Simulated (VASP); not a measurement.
# PrWCl2 (P4/mmm) in VASP: single point with PBE

Aim: the single point of PrWCl2 with PBE.

All numbers are computed with VASP 6.6.1; they aren't measurements. Logs are shortened: lines on timing, memory, paths and dates and some standing lists are left out, and cuts for length are marked.

## 1. The cell of the first run

Symmetry: P4/mmm, No. 123, tetragonal system. The conventional cell has a = 4.524 Å, b = 4.524 Å, c = 4.226 Å, α = 90.00°, β = 90.00°, γ = 90.00°. Within 4.3 Å of Pr (site symmetry 4/mmm) lie 8 Cl at 3.10 Å and 4 W at 3.20 Å and 2 Pr at 4.23 Å. W (site symmetry 4/mmm) has 8 Cl at 3.10 Å and 4 Pr at 3.20 Å and 2 W at 4.23 Å within 4.3 Å. Cl (site symmetry mmm) has 4 Pr at 3.10 Å and 4 W at 3.10 Å and 6 Cl at 3.20 to 4.23 Å within 4.3 Å.

The cell was generated, and may not be a known phase.

## 2. Single point, PBE, collinear spin

INCAR reads:

```
PREC = Accurate ; ENCUT = 500
EDIFF = 1E-6 ; ISMEAR = 0
SIGMA = 0.1 ; LREAL = F
LASPH = T ; NELM = 200
ALGO = Normal ; ISIF = 2
LWAVE = F ; LCHARG = T
ISPIN = 2 ; MAGMOM = 0 2.49 0 0
LORBIT = 11 ; LMAXMIX = 6
GGA = PE ; LELF = T
LVHAR = T ; NBANDS = 32
GGA_COMPAT = F
```

KPOINTS reads:

```
Automatic mesh
0
Gamma
  10 10 12
```

POSCAR reads:

```
PrWCl2
1.0
    4.5241758948      0.0000000000      0.0000000000
    0.0000000000      4.5241758948      0.0000000000
    0.0000000000      0.0000000000      4.2256129994
Pr W Cl
1 1 2
Direct
    0.0000000000      0.0000000000      0.0000000000
    0.5000000000      0.5000000000      0.0000000000
    0.5000000000      0.0000000000      0.5000000000
    0.0000000000      0.5000000000      0.5000000000
```

Potentials or basis: VASP PAW PBE potentials, release 64 (Pr_3, W_sv, Cl), 4f in core.

Run with:

```console
> cat potpaw_PBE.64/Pr_3/POTCAR potpaw_PBE.64/W_sv/POTCAR potpaw_PBE.64/Cl/POTCAR > POTCAR
> mpirun -np 1 vasp_std > vasp.out
```

OUTCAR:

```text
PREC = Accurate
   ENCUT = 500
   EDIFF = 1E-6
   ISMEAR = 0
   LREAL = F
   LASPH = T
   NELM = 200
   ISIF = 2
   ISPIN = 2
   LORBIT = 11
   GGA = PE

 ion  position               nearest neighbor table
   1  0.000  0.000  0.000-   3 3.10   4 3.10   3 3.10   4 3.10   4 3.10   4 3.10   3 3.10   3 3.10
                             2 3.20   2 3.20   2 3.20   2 3.20
   2  0.500  0.500  0.000-   1 3.20   1 3.20   1 3.20   1 3.20
   3  0.500  0.000  0.500-   1 3.10   1 3.10   1 3.10   1 3.10
   4  0.000  0.500  0.500-   1 3.10   1 3.10   1 3.10   1 3.10

  LATTYP: Found a simple tetragonal cell.
 ALAT       =     4.5241758948
 C/A-ratio  =     0.9340072309

  Lattice vectors:

 A1 = (   4.5241758948,   0.0000000000,   0.0000000000)
 A2 = (   0.0000000000,   4.5241758948,   0.0000000000)
 A3 = (   0.0000000000,   0.0000000000,   4.2256129994)

Analysis of symmetry for initial positions (statically):
=====================================================================
 Subroutine PRICEL returns:
 Original cell was already a primitive cell.

 Routine SETGRP: Setting up the symmetry group for a
 simple tetragonal supercell.

 Subroutine GETGRP returns: Found 16 space group operations
 (whereof 16 operations were pure point group operations)
 out of a pool of 16 trial point group operations.

The static configuration has the point symmetry D_4h.

Analysis of symmetry for dynamics (positions and initial velocities):
=====================================================================
 Subroutine PRICEL returns:
 Original cell was already a primitive cell.

 Routine SETGRP: Setting up the symmetry group for a
 simple tetragonal supercell.

 Subroutine GETGRP returns: Found 16 space group operations
 (whereof 16 operations were pure point group operations)
 out of a pool of 16 trial point group operations.

The dynamic configuration has the point symmetry D_4h.

Analysis of structural, dynamic, and magnetic symmetry:
=====================================================================
 Subroutine PRICEL returns:
 Original cell was already a primitive cell.

 Routine SETGRP: Setting up the symmetry group for a
 simple tetragonal supercell.

 Subroutine GETGRP returns: Found 16 space group operations
 (whereof 16 operations were pure point group operations)
 out of a pool of 16 trial point group operations.

The overall configuration has the point symmetry D_4h.

 Subroutine INISYM returns: Found 16 space group operations
 (whereof 16 operations are pure point group operations),
 and found     1 'primitive' translations

----------------------------------------------------------------------------------------

                                     Primitive cell

  volume of cell :      86.4906

  direct lattice vectors                    reciprocal lattice vectors
     4.524175895  0.000000000  0.000000000     0.221034731  0.000000000  0.000000000
     0.000000000  4.524175895  0.000000000     0.000000000  0.221034731  0.000000000
     0.000000000  0.000000000  4.225612999     0.000000000  0.000000000  0.236652055

  length of vectors
     4.524175895  4.524175895  4.225612999     0.221034731  0.221034731  0.236652055

  position of ions in fractional coordinates (direct lattice)
     0.000000000  0.000000000  0.000000000
     0.500000000  0.500000000  0.000000000
     0.500000000  0.000000000  0.500000000
     0.000000000  0.500000000  0.500000000

  ion indices of the primitive-cell ions
   primitive index   ion index
                 1           1
                 2           2
                 3           3
                 4           4

----------------------------------------------------------------------------------------

 KPOINTS: Automatic mesh

Automatic generation of k-mesh.
 Grid dimensions read from file:
 generate k-points for:   10   10   12

 Generating k-lattice:

  Cartesian coordinates                     Fractional coordinates (reciprocal lattice)
     0.022103473  0.000000000  0.000000000     0.100000000  0.000000000  0.000000000
     0.000000000  0.022103473  0.000000000     0.000000000  0.100000000  0.000000000
     0.000000000  0.000000000  0.019721005     0.000000000  0.000000000  0.083333333

  Length of vectors
     0.022103473  0.022103473  0.019721005

  Shift w.r.t. Gamma in fractional coordinates (k-lattice)
     0.000000000  0.000000000  0.000000000

 Subroutine IBZKPT returns following result:
 ===========================================

 Found    147 irreducible k-points:

 Following reciprocal coordinates:
            Coordinates               Weight
  0.000000  0.000000  0.000000      1.000000
  0.100000  0.000000  0.000000      4.000000
  0.200000  0.000000  0.000000      4.000000
  0.300000  0.000000  0.000000      4.000000
  0.400000  0.000000  0.000000      4.000000
  0.500000  0.000000  0.000000      2.000000
[... 16 lines left out ...]
  0.100000  0.000000  0.083333      8.000000
  0.200000  0.000000  0.083333      8.000000
 [... further k-points ...]
   k-points           NKPTS =    147   k-points in BZ     NKDIM =    147   number of bands    NBANDS=     32
   number of dos      NEDOS =    301   number of ions     NIONS =      4
   total plane-waves  NPLWV =  41472
   dimension x,y,z NGX =    36 NGY =   36 NGZ =   32
   dimension x,y,z NGXF=    72 NGYF=   72 NGZF=   64
   ions per type =               1   1   2
   NGX,Y,Z   is equivalent  to a cutoff of  13.23, 13.23, 12.59 a.u.
   NGXF,Y,Z  is equivalent  to a cutoff of  26.46, 26.46, 25.18 a.u.
 SYSTEM =  unknown system
   PREC   = accura    normal or accurate (medium, high low for compatibility)
   ISTART =      0    job   : 0-new  1-cont  2-samecut
   ICHARG =      2    charge: 1-file 2-atom 10-const
   ISPIN  =      2    spin polarized calculation?
   LNONCOLLINEAR =      F non collinear calculations
   LSORBIT =      F    spin-orbit coupling
   LASPH  =      T    aspherical Exc in radial PAW
   ENCUT  =  500.0 eV  36.75 Ry    6.06 a.u.   8.25  8.25  7.70*2*pi/ulx,y,z
   NELM   =    200;   NELMIN=  2; NELMDL= -5     # of ELM steps
   EDIFF  = 0.1E-05   stopping-criterion for ELM
   LREAL  =      F    real-space projection
   EDIFFG = 0.1E-04   stopping-criterion for IOM
   NSW    =      0    number of steps for IOM
   IBRION =     -1    ionic relax: 0-MD 1-quasi-New 2-CG
   NFREE  =      0    steps in history (QN), initial steepest desc. (CG)
   ISIF   =      2    stress and relaxation
   ISYM   =      2    0-nonsym 1-usesym 2-fastsym
   POTIM  = 0.5000    time-step for ionic-motion
   TEBEG  =    0.0;   TEEND  =   0.0 temperature during run
   PSTRESS=    0.0 pullay stress
   NELECT =      39.0000    total number of electrons
   NUPDOWN=      -1.0000    fix difference up-down
   EMIN   =  10.00;   EMAX   =-10.00  energy-range for DOS
   EFERMI =   0.00;   METHOD = LEGACY
   ISMEAR =     0;   SIGMA  =   0.10  broadening in eV -4-tet -1-fermi 0-gaus
   EFERMI_NEDOS =   21; number of points for ismear=-14 and -15
   IALGO  =     38    algorithm
   IMIX   =      4    mixing-type and parameters
     AMIX     =   0.40;   BMIX     =  1.00
     AMIX_MAG =   1.60;   BMIX_MAG =  1.00
  volume/ion in A,a.u.               =      21.62       145.92
  Fermi-wavevector in a.u.,A,eV,Ry     =   1.255375  2.372315 21.442324  1.575966
  Thomas-Fermi vector in A             =   2.389135
   LORBIT       =     11    0 simple, 1 ext, 2 COOP (PROOUT), +10 PAW based schemes
   GGA     = PE    functional components
   LHFCALC =     F    Hartree Fock is set to
   AEXX    =    0.0000 exact exchange contribution
   IVDW    =     0    specifies the selected vdW correction
   LEPSILON=     F    determine dielectric tensor
   LRPA    =     F    only Hartree local field effects (RPA)
 spin polarized calculation
 Gauss-broadening in eV      SIGMA  =   0.10
  energy-cutoff  :      500.00
  volume of cell :       86.49
 maximum number of plane-waves:      2228
 NGX is ok and might be reduce to    36
   NGX = 17   NGY = 17   NGZ = 15

 number of electron      38.9999994 magnetization       2.8210769

 Free energy of the ion-electron system (eV)
  ---------------------------------------------------
  ext. energy  EPLUGINS =         0.00000000
  ---------------------------------------------------
  free energy    TOTEN  =       -20.43056348 eV

  energy without entropy =      -20.41910347  energy(sigma->0) =      -20.42483347

 E-fermi :   6.8456     XC(G=0): -10.7042

 val. band max:        6.8408287916   @ k =   0.3000   0.2000   0.0833
 cond. band min:       6.8486327536   @ k =   0.3000   0.3000   0.0833
 fundamental gap:      0.0078039620
 Fermi energy:         6.8456033336

 spin component 1

 k-point     1 :       0.0000    0.0000    0.0000
  band No.  band energies     occupation
      1     -67.5400      1.00000
      2     -32.2081      1.00000
      3     -31.7960      1.00000
      4     -31.7960      1.00000
      5     -30.0446      1.00000
      6     -12.1627      1.00000
[... 805 lines left out ...]
     30      14.5269      0.00000
     31      15.1756      0.00000

 [... further k-points ...]

 spin component 2

 k-point     1 :       0.0000    0.0000    0.0000
  band No.  band energies     occupation
      1     -66.5702      1.00000
      2     -30.6843      1.00000
      3     -30.5816      1.00000
      4     -30.5816      1.00000
      5     -30.0682      1.00000
      6     -12.1885      1.00000
[... 805 lines left out ...]
     30      14.7569      0.00000
     31      15.9104      0.00000

 [... further k-points ...]

 [bands above 31 left out]

------------------------ aborting loop because EDIFF is reached ----------------------------------------

  FORCE on cell =-STRESS in cart. coord.  units (eV):
  Direction    XX          YY          ZZ          XY          YZ          ZX
  --------------------------------------------------------------------------------------
  -------------------------------------------------------------------------------------
  Total       -0.0537204     -0.0537204     -0.0445880      0.0000000     -0.0000000      0.0000000
  in kB       -0.9951323     -0.9951323     -0.8259609      0.0000000     -0.0000000      0.0000000
  external PRESSURE =      -0.9387418 kB  Pullay stress =       0.0000000 kB

 VOLUME and BASIS-vectors are now :
 -----------------------------------------------------------------------------
  energy-cutoff  :      500.00
  volume of cell :       86.49
      direct lattice vectors                 reciprocal lattice vectors
     4.524175895  0.000000000  0.000000000     0.221034731  0.000000000  0.000000000
     0.000000000  4.524175895  0.000000000     0.000000000  0.221034731  0.000000000
     0.000000000  0.000000000  4.225612999     0.000000000  0.000000000  0.236652055

 POSITION                                       TOTAL-FORCE (eV/Angst)
 -----------------------------------------------------------------------------------
      0.00000      0.00000      0.00000         0.000000      0.000000      0.000000
      2.26209      2.26209      0.00000         0.000000      0.000000      0.000000
      2.26209      0.00000      2.11281         0.000000      0.000000      0.000000
      0.00000      2.26209      2.11281         0.000000      0.000000      0.000000
 -----------------------------------------------------------------------------------
    total drift:                                0.000000      0.000000      0.000000

  FREE ENERGIE OF THE ION-ELECTRON SYSTEM (eV)
  ---------------------------------------------------
  free  energy   TOTEN  =       -20.4305634798 eV

  energy  without entropy=      -20.4191034689  energy(sigma->0) =      -20.42483347

 total charge

# of ion       s       p       d       tot
------------------------------------------
    1        2.059   5.752   0.932   8.743
    2        2.376   6.023   3.419  11.818
    3        1.617   3.451   0.000   5.068
    4        1.617   3.451   0.000   5.068
--------------------------------------------------
tot          7.670  18.675   4.351  30.696

 magnetization (x)

# of ion       s       p       d       tot
------------------------------------------
    1       -0.003   0.013  -0.069  -0.059
    2        0.075   0.019   2.030   2.123
    3        0.012   0.002   0.000   0.014
    4        0.012   0.002   0.000   0.014
--------------------------------------------------
tot          0.095   0.036   1.961   2.092
```

Wall time 4.5 min (1 thread of Intel Xeon 6975P-C (Granite Rapids), shared host); peak memory 0.65 GiB.

What came out:

* Free energy: -20.4306 eV
* Pressure: -0.1 GPa
* Net moment: 2.82 μB per cell
* Site moments: Pr -0.06; W +2.12; Cl +0.01 μB
* Valence electrons inside the program's atomic spheres: Pr 8.74; W 11.82; Cl 5.07

Levels at points of the mesh, in eV from the Fermi level:
Spin up:
```csv
k point,band 19,band 20,band 21,band 22,band 23,band 24
"(0.00, 0.00, 0.00)",-2.35,-2.20,-1.58,-1.58,0.27,2.22
"(0.50, 0.00, 0.00)",-1.00,-0.64,-0.44,0.32,0.74,1.31
"(0.50, 0.50, 0.00)",0.27,0.36,0.36,0.89,2.62,2.62
"(0.00, 0.00, 0.50)",0.15,0.52,0.52,0.76,2.03,3.72
"(0.50, 0.00, 0.50)",-0.60,-0.55,0.26,0.55,0.79,1.88
"(0.50, 0.50, 0.50)",-1.12,-1.12,-0.59,-0.52,2.35,2.35
```
Spin down:
```tsv
k point	band 16	band 17	band 18	band 19	band 20	band 21
(0.00, 0.00, 0.00)	-4.07	-3.10	-1.71	-1.57	-0.29	-0.28
(0.50, 0.00, 0.00)	-5.47	-0.56	-0.48	0.56	0.68	0.80
(0.50, 0.50, 0.00)	-3.78	-1.28	-0.86	1.73	2.03	2.03
(0.00, 0.00, 0.50)	-4.33	-1.46	-0.45	1.13	2.10	2.10
(0.50, 0.00, 0.50)	-5.46	0.19	0.47	0.51	1.02	1.13
(0.50, 0.50, 0.50)	-3.55	-2.77	-1.12	0.30	0.30	1.02
```

Caveat: the magnetic or orbital state may not be the lowest; spin-orbit coupling is left out, which moves the levels of the heavy elements; the 4f electrons are frozen in the core, so they carry no moment and show no levels. With open d or f shells a metallic result of PBE can be an artefact of self-interaction; +U or a hybrid may open a gap.
